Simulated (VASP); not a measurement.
Here is a VASP 6.6.1 calculation.

INCAR

```
PREC = Accurate
ENCUT = 600
EDIFF = 1E-6
ISMEAR = 0
SIGMA = 0.02
LREAL = Auto
LASPH = True
NELM = 120
ALGO = Normal
ISIF = 2
LWAVE = False
LCHARG = True
GGA = PE
LELF = True
LVHAR = True
NBANDS = 122
GGA_COMPAT = False
```

The input KPOINTS:

```
Automatic mesh
0
Gamma
  2 2 2
  0.5 0.5 0.5
```

Contents of POSCAR:

```
Al2O3
1.0
   -4.8085976127     -2.7762451261      4.3749117470
    4.8085976127     -2.7762451261      4.3749117470
    0.0000000000      5.5524902522      4.3749117470
Al O
16 24
Direct
    0.1488389514      0.1479945181      0.1475750709
    0.6489903363      0.6482712173      0.1473289442
    0.6487576795      0.1483880851      0.6474792841
    0.1487822938      0.6483761410      0.6475805827
    0.3530724394      0.3526388314      0.3514621641
    0.8529791646      0.8526787928      0.3519237748
    0.8533053379      0.3524076684      0.8517387561
    0.3531723371      0.8525625234      0.8517282881
    0.6489180288      0.6480683381      0.6476368393
    0.1490643641      0.1482699957      0.6473220247
    0.1486453462      0.6484115111      0.1475374664
    0.6488358993      0.1483160385      0.1474588145
    0.8530784112      0.8528109214      0.8516684359
    0.3530790866      0.3525468891      0.8518145762
    0.3533729360      0.8523545651      0.3518186057
    0.8531051527      0.3525286524      0.3517279149
    0.4040606914      0.5973896850      0.7498020283
    0.9042323756      0.0973766976      0.7496247544
    0.9040079567      0.5972514167      0.2495691025
    0.4040274931      0.0972285315      0.2494840913
    0.4040400397      0.2503089327      0.5964118929
    0.9041678360      0.7505022820      0.5965069713
    0.9040992491      0.2503072420      0.0964320101
    0.4041212826      0.7504345111      0.0966412135
    0.5980397066      0.7503963958      0.4028544942
    0.0978248073      0.2503288492      0.4027038070
    0.0978618694      0.7505021168      0.9027239255
    0.5978675504      0.2503706817      0.9026421544
    0.7510534570      0.4034647048      0.5964690141
    0.2510856900      0.9034967549      0.5964775247
    0.2510304998      0.4035821142      0.0965769403
    0.7510140378      0.9034285048      0.0965749941
    0.2510523276      0.5972909014      0.4027994928
    0.7508807209      0.0974075244      0.4026998094
    0.7509193545      0.5972306292      0.9025878059
    0.2510723450      0.0973406024      0.9026488039
    0.5978908322      0.4035136890      0.2494606384
    0.0977225361      0.9035038630      0.2497330021
    0.0979487894      0.4035975899      0.7496597252
    0.5980788617      0.9035444450      0.7497045242
```

Potentials or basis: VASP PAW PBE potentials, release 64 (Al, O).

Run with:

```console
$ cat potpaw_PBE.64/Al/POTCAR potpaw_PBE.64/O/POTCAR > POTCAR
$ mpirun -np 1 vasp_std > vasp.out
```

What does it give for the band gap on the k mesh?

6.95 eV.

Estimate the pressure.

-0.5 GPa.

Forces on the atoms (eV/Å):
```
Al   0.010 -0.018  0.006
Al   0.002  0.006  0.000
Al  -0.006 -0.002  0.001
Al  -0.010 -0.007 -0.001
Al  -0.006  0.013  0.009
Al  -0.010 -0.004 -0.008
Al   0.008 -0.003  0.000
Al  -0.006  0.004  0.009
Al   0.009 -0.008  0.007
Al   0.007  0.008  0.000
Al  -0.014 -0.005  0.006
Al  -0.004 -0.002 -0.008
Al  -0.016  0.008 -0.002
Al   0.005 -0.001  0.002
Al   0.013 -0.003 -0.005
Al  -0.002 -0.005 -0.001
O   -0.005 -0.007 -0.007
O    0.009 -0.006 -0.003
O    0.001  0.001  0.004
O    0.001  0.004  0.007
O    0.011 -0.007  0.006
O    0.003  0.011 -0.002
O   -0.001  0.011  0.008
O    0.007 -0.002 -0.006
O    0.000 -0.001 -0.007
O   -0.001 -0.011  0.001
O    0.003 -0.001 -0.001
O   -0.004 -0.005  0.003
O    0.002  0.008 -0.002
O   -0.005  0.007  0.002
O    0.003  0.009 -0.008
O    0.009 -0.001  0.002
O    0.011 -0.003 -0.002
O    0.002  0.000  0.000
O   -0.004 -0.004  0.008
O    0.005  0.007  0.000
O   -0.005  0.005  0.002
O   -0.019 -0.001 -0.003
O   -0.008  0.001 -0.005
O    0.007  0.004 -0.011
```

Caveat: a shifted mesh leaves out Γ, where band edges can lie. A k mesh can miss the band edges.
